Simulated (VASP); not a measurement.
# SbMo (Fm-3m) in VASP: further runs

Aim: see how the results for SbMo move with the level of theory and the settings. Levels: PBE, r2SCAN. Tasks: single point.

Program: VASP 6.6.1. These are calculated values, not measurements. Logs are shortened: lines on timing, memory, paths and dates and some standing lists are left out, and cuts for length are marked.

### 1 The cell of the first run

It takes space group Fm-3m (No. 225, cubic). The conventional cell has a = 5.459 Å, b = 5.459 Å, c = 5.459 Å, α = 90.00°, β = 90.00°, γ = 90.00°. Mo (site symmetry m-3m) has 6 Sb at 2.73 Å within 3.6 Å. Within 3.6 Å of Sb (site symmetry m-3m) lie 6 Mo at 2.73 Å.

### 2 Single point, PBE

The input, INCAR:

```
SYSTEM = SbMo
PREC = Accurate
ENCUT = 520
EDIFF = 1E-6
ISMEAR = 0
SIGMA = 0.05
LREAL = .False.
LASPH = .True.
NELM = 100
ALGO = Normal
ISIF = 2
LWAVE = .False.
LCHARG = .False.
GGA = PE
NBANDS = 16
```

The input, KPOINTS:

```
regular mesh
0
Gamma
  6 6 6
  0 0 0
```

The input, POSCAR:

```
SbMo
1.0
    0.0000000000      2.7294892755      2.7294892755
    2.7294892755      0.0000000000      2.7294892755
    2.7294892755      2.7294892755      0.0000000000
Mo Sb
1 1
Direct
    0.5000000000      0.5000000000      0.5000000000
    0.0000000000      0.0000000000      0.0000000000
```

Potentials or basis: VASP PAW PBE potentials, release 64 (Mo_sv, Sb).

Command:

```console
cat potpaw_PBE.64/Mo_sv/POTCAR potpaw_PBE.64/Sb/POTCAR > POTCAR
mpirun -np 1 vasp_std > vasp.out
```

OUTCAR:

```text
SYSTEM = SbMo
   PREC = Accurate
   ENCUT = 520
   EDIFF = 1E-6
   ISMEAR = 0
   LREAL = .False.
   LASPH = .True.
   NELM = 100
   ISIF = 2
   GGA = PE

 ion  position               nearest neighbor table
   1  0.500  0.500  0.500-   2 2.73   2 2.73   2 2.73   2 2.73   2 2.73   2 2.73
   2  0.000  0.000  0.000-   1 2.73   1 2.73   1 2.73   1 2.73   1 2.73   1 2.73

  LATTYP: Found a face centered cubic cell.
 ALAT       =     5.4589785510

  Lattice vectors:

 A1 = (   0.0000000000,   2.7294892755,   2.7294892755)
 A2 = (   2.7294892755,   0.0000000000,   2.7294892755)
 A3 = (   2.7294892755,   2.7294892755,   0.0000000000)

Analysis of symmetry for initial positions (statically):
=====================================================================
 Subroutine PRICEL returns:
 Original cell was already a primitive cell.

 Routine SETGRP: Setting up the symmetry group for a
 face centered cubic supercell.

 Subroutine GETGRP returns: Found 48 space group operations
 (whereof 48 operations were pure point group operations)
 out of a pool of 48 trial point group operations.

The static configuration has the point symmetry O_h .

Analysis of symmetry for dynamics (positions and initial velocities):
=====================================================================
 Subroutine PRICEL returns:
 Original cell was already a primitive cell.

 Routine SETGRP: Setting up the symmetry group for a
 face centered cubic supercell.

 Subroutine GETGRP returns: Found 48 space group operations
 (whereof 48 operations were pure point group operations)
 out of a pool of 48 trial point group operations.

The dynamic configuration has the point symmetry O_h .

 Subroutine INISYM returns: Found 48 space group operations
 (whereof 48 operations are pure point group operations),
 and found     1 'primitive' translations

----------------------------------------------------------------------------------------

                                     Primitive cell

  volume of cell :      40.6700

  direct lattice vectors                    reciprocal lattice vectors
     0.000000000  2.729489276  2.729489276    -0.183184453  0.183184453  0.183184453
     2.729489276  0.000000000  2.729489276     0.183184453 -0.183184453  0.183184453
     2.729489276  2.729489276  0.000000000     0.183184453  0.183184453 -0.183184453

  length of vectors
     3.860080752  3.860080752  3.860080752     0.317284780  0.317284780  0.317284780

  position of ions in fractional coordinates (direct lattice)
     0.500000000  0.500000000  0.500000000
     0.000000000  0.000000000  0.000000000

  ion indices of the primitive-cell ions
   primitive index   ion index
                 1           1
                 2           2

----------------------------------------------------------------------------------------

 KPOINTS: regular mesh

Automatic generation of k-mesh.
 Grid dimensions read from file:
 generate k-points for:    6    6    6

 Generating k-lattice:

  Cartesian coordinates                     Fractional coordinates (reciprocal lattice)
    -0.030530742  0.030530742  0.030530742     0.166666667  0.000000000  0.000000000
     0.030530742 -0.030530742  0.030530742     0.000000000  0.166666667  0.000000000
     0.030530742  0.030530742 -0.030530742     0.000000000  0.000000000  0.166666667

  Length of vectors
     0.052880797  0.052880797  0.052880797

  Shift w.r.t. Gamma in fractional coordinates (k-lattice)
     0.000000000  0.000000000  0.000000000

 Subroutine IBZKPT returns following result:
 ===========================================

 Found     16 irreducible k-points:

 Following reciprocal coordinates:
            Coordinates               Weight
  0.000000  0.000000  0.000000      1.000000
  0.166667  0.000000  0.000000      8.000000
  0.333333  0.000000  0.000000      8.000000
  0.500000  0.000000  0.000000      4.000000
  0.166667  0.166667  0.000000      6.000000
  0.333333  0.166667  0.000000     24.000000
[... 8 lines left out ...]
 -0.333333  0.333333  0.166667     24.000000
 -0.333333  0.500000  0.166667     12.000000
   k-points           NKPTS =     16   k-points in BZ     NKDIM =     16   number of bands    NBANDS=     16
   number of dos      NEDOS =    301   number of ions     NIONS =      2
   total plane-waves  NPLWV =  27000
   dimension x,y,z NGX =    30 NGY =   30 NGZ =   30
   dimension x,y,z NGXF=    60 NGYF=   60 NGZF=   60
   ions per type =               1   1
   NGX,Y,Z   is equivalent  to a cutoff of  12.92, 12.92, 12.92 a.u.
   NGXF,Y,Z  is equivalent  to a cutoff of  25.84, 25.84, 25.84 a.u.
 SYSTEM =  SbMo
   PREC   = accura    normal or accurate (medium, high low for compatibility)
   ISTART =      0    job   : 0-new  1-cont  2-samecut
   ICHARG =      2    charge: 1-file 2-atom 10-const
   ISPIN  =      1    spin polarized calculation?
   LNONCOLLINEAR =      F non collinear calculations
   LSORBIT =      F    spin-orbit coupling
   LASPH  =      T    aspherical Exc in radial PAW
   ENCUT  =  520.0 eV  38.22 Ry    6.18 a.u.   7.18  7.18  7.18*2*pi/ulx,y,z
   NELM   =    100;   NELMIN=  2; NELMDL= -5     # of ELM steps
   EDIFF  = 0.1E-05   stopping-criterion for ELM
   LREAL  =      F    real-space projection
   EDIFFG = 0.1E-04   stopping-criterion for IOM
   NSW    =      0    number of steps for IOM
   IBRION =     -1    ionic relax: 0-MD 1-quasi-New 2-CG
   NFREE  =      0    steps in history (QN), initial steepest desc. (CG)
   ISIF   =      2    stress and relaxation
   ISYM   =      2    0-nonsym 1-usesym 2-fastsym
   POTIM  = 0.5000    time-step for ionic-motion
   TEBEG  =    0.0;   TEEND  =   0.0 temperature during run
   PSTRESS=    0.0 pullay stress
   NELECT =      19.0000    total number of electrons
   NUPDOWN=      -1.0000    fix difference up-down
   EMIN   =  10.00;   EMAX   =-10.00  energy-range for DOS
   EFERMI =   0.00;   METHOD = LEGACY
   ISMEAR =     0;   SIGMA  =   0.05  broadening in eV -4-tet -1-fermi 0-gaus
   EFERMI_NEDOS =   21; number of points for ismear=-14 and -15
   IALGO  =     38    algorithm
   IMIX   =      4    mixing-type and parameters
     AMIX     =   0.40;   BMIX     =  1.00
     AMIX_MAG =   1.60;   BMIX_MAG =  1.00
  volume/ion in A,a.u.               =      20.34       137.23
  Fermi-wavevector in a.u.,A,eV,Ry     =   1.270285  2.400491 21.954701  1.613625
  Thomas-Fermi vector in A             =   2.403281
   LORBIT       =      0    0 simple, 1 ext, 2 COOP (PROOUT), +10 PAW based schemes
   GGA     = PE    functional components
   LHFCALC =     F    Hartree Fock is set to
   AEXX    =    0.0000 exact exchange contribution
   IVDW    =     0    specifies the selected vdW correction
   LEPSILON=     F    determine dielectric tensor
   LRPA    =     F    only Hartree local field effects (RPA)
 non-spin polarized calculation
 Gauss-broadening in eV      SIGMA  =   0.05
  energy-cutoff  :      520.00
  volume of cell :       40.67
 maximum number of plane-waves:      1113
 NGX is ok and might be reduce to    30
   NGX = 15   NGY = 15   NGZ = 15

 number of electron      18.9999998 magnetization

 Free energy of the ion-electron system (eV)
  ---------------------------------------------------
  ext. energy  EPLUGINS =         0.00000000
  ---------------------------------------------------
  free energy    TOTEN  =       -13.44491351 eV

  energy without entropy =      -13.43567798  energy(sigma->0) =      -13.44029575

 E-fermi :  10.5941     XC(G=0): -11.5865

 val. band max:       10.5528883394   @ k =  -0.3333   0.3333   0.0000
 cond. band min:      10.5981140084   @ k =  -0.3333   0.3333   0.1667
 fundamental gap:      0.0452256690
 Fermi energy:        10.5941129122

 k-point     1 :       0.0000    0.0000    0.0000
  band No.  band energies     occupation
      1     -50.3218      2.00000
      2     -24.4587      2.00000
      3     -24.4587      2.00000
      4     -24.4587      2.00000
      5      -1.5526      2.00000
      6       9.1136      2.00000
[... 8 lines left out ...]
     15      17.5806      0.00000
     16      22.1697      0.00000

 k-point     2 :       0.1667    0.0000    0.0000
  band No.  band energies     occupation
      1     -50.3208      2.00000
      2     -24.4761      2.00000
      3     -24.4585      2.00000
      4     -24.4585      2.00000
      5      -1.1247      2.00000
      6       8.0140      2.00000
[... 8 lines left out ...]
     15      18.9732      0.00000
     16      20.6611      0.00000

 k-point     3 :       0.3333    0.0000    0.0000
  band No.  band energies     occupation
      1     -50.3188      2.00000
      2     -24.5107      2.00000
      3     -24.4582      2.00000
      4     -24.4582      2.00000
      5       0.0272      2.00000
      6       5.6476      2.00000
[... 8 lines left out ...]
     15      18.4663      0.00000
     16      18.4663      0.00000

 k-point     4 :       0.5000    0.0000    0.0000
  band No.  band energies     occupation
      1     -50.3178      2.00000
      2     -24.5279      2.00000
      3     -24.4581      2.00000
      4     -24.4581      2.00000
      5       1.0141      2.00000
      6       4.1670      2.00000
[... 8 lines left out ...]
     15      17.1710      0.00000
     16      17.1710      0.00000
[... 172 lines left out ...]
 k-point    14 :       0.5000    0.3333    0.1667
  band No.  band energies     occupation
      1     -50.3170      2.00000
      2     -24.5059      2.00000
      3     -24.4847      2.00000
      4     -24.4669      2.00000
      5       0.5162      2.00000
      6       5.5613      2.00000
[... 8 lines left out ...]
     15      18.8087      0.00000
     16      18.8989      0.00000

 k-point    15 :      -0.3333    0.3333    0.1667
  band No.  band energies     occupation
      1     -50.3162      2.00000
      2     -24.5102      2.00000
      3     -24.4897      2.00000
      4     -24.4709      2.00000
      5       0.9420      2.00000
      6       5.4287      2.00000
[... 8 lines left out ...]
     15      19.2036      0.00000
     16      20.5031      0.00000

 k-point    16 :      -0.3333    0.5000    0.1667
  band No.  band energies     occupation
      1     -50.3157      2.00000
      2     -24.5089      2.00000
      3     -24.4916      2.00000
      4     -24.4803      2.00000
      5       0.8130      2.00000
      6       6.1462      2.00000
[... 8 lines left out ...]
     15      19.3301      0.00000
     16      20.7167      0.00000

------------------------ aborting loop because EDIFF is reached ----------------------------------------

  FORCE on cell =-STRESS in cart. coord.  units (eV):
  Direction    XX          YY          ZZ          XY          YZ          ZX
  --------------------------------------------------------------------------------------
  -------------------------------------------------------------------------------------
  Total        1.1318678      1.1318678      1.1318678      0.0000000      0.0000000      0.0000000
  in kB       44.5894483     44.5894483     44.5894483      0.0000000      0.0000000      0.0000000
  external PRESSURE =      44.5894483 kB  Pullay stress =       0.0000000 kB

 VOLUME and BASIS-vectors are now :
 -----------------------------------------------------------------------------
  energy-cutoff  :      520.00
  volume of cell :       40.67
      direct lattice vectors                 reciprocal lattice vectors
     0.000000000  2.729489276  2.729489276    -0.183184453  0.183184453  0.183184453
     2.729489276  0.000000000  2.729489276     0.183184453 -0.183184453  0.183184453
     2.729489276  2.729489276  0.000000000     0.183184453  0.183184453 -0.183184453

 POSITION                                       TOTAL-FORCE (eV/Angst)
 -----------------------------------------------------------------------------------
      2.72949      2.72949      2.72949         0.000000      0.000000      0.000000
      0.00000      0.00000      0.00000        -0.000000     -0.000000     -0.000000
 -----------------------------------------------------------------------------------
    total drift:                                0.000000     -0.000000      0.000000

  FREE ENERGIE OF THE ION-ELECTRON SYSTEM (eV)
  ---------------------------------------------------
  free  energy   TOTEN  =       -13.4449135083 eV

  energy  without entropy=      -13.4356779823  energy(sigma->0) =      -13.44029575
```

It took 6.9 s on 1 thread of Intel Xeon 6975P-C (Granite Rapids), shared host; peak memory 0.16 GiB.

What came out:

```yaml
Free_energy: -13.4449 eV
Pressure: 4.5 GPa
```

Levels at points of the mesh, in eV from the Fermi level:
```
           k point  band 7  band 8  band 9  band 10  band 11  band 12  band 13  band 14
(0.00, 0.00, 0.00)   -1.48   -1.48   -1.02    -1.02     1.25     1.25     1.25     6.88
(0.50, 0.00, 0.00)   -3.74   -3.74   -0.07    -0.07     0.68     3.95     6.38     6.38
(0.50, 0.50, 0.00)   -2.86   -1.34   -1.34    -0.33     0.50     0.50     1.57     4.16
```

Caveat: spin-orbit coupling is left out, which moves the levels of the heavy elements.

(Part 1 of 2 ends here.)
